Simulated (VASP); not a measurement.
Input of a VASP 6.6.1 run:

File INCAR:

```
ALGO = Normal
EDIFF = 1E-6
ENCUT = 500
GGA = PS
GGA_COMPAT = F
ISIF = 2
ISMEAR = 1
ISPIN = 2
LASPH = T
LCHARG = F
LMAXMIX = 4
LORBIT = 11
LREAL = F
LWAVE = F
MAGMOM = 1.5 0
NBANDS = 18
NELM = 200
PREC = Accurate
SIGMA = 0.1
```

KPOINTS

```
k-points
0
Gamma
  9 9 9
```

The input POSCAR:

```
VH
1.0
    0.0000000000      2.0121896543      2.0121896543
    2.0121896543      0.0000000000      2.0121896543
    2.0121896543      2.0121896543      0.0000000000
V H
1 1
Direct
    0.0000000000      0.0000000000      0.0000000000
    0.2500000000      0.2500000000      0.2500000000
```

Potentials or basis: VASP PAW PBE potentials, release 64 (V_sv, H).

Run with:

```bash
$ cat potpaw_PBE.64/V_sv/POTCAR potpaw_PBE.64/H/POTCAR > POTCAR
$ mpirun -np 1 vasp_std > vasp.out
```

(1) Estimate the net moment.

(2) What does it give for the band gap on the k mesh?

## Answers

(1) 0.00 μB per cell.

(2) zero (filled and empty bands overlap).
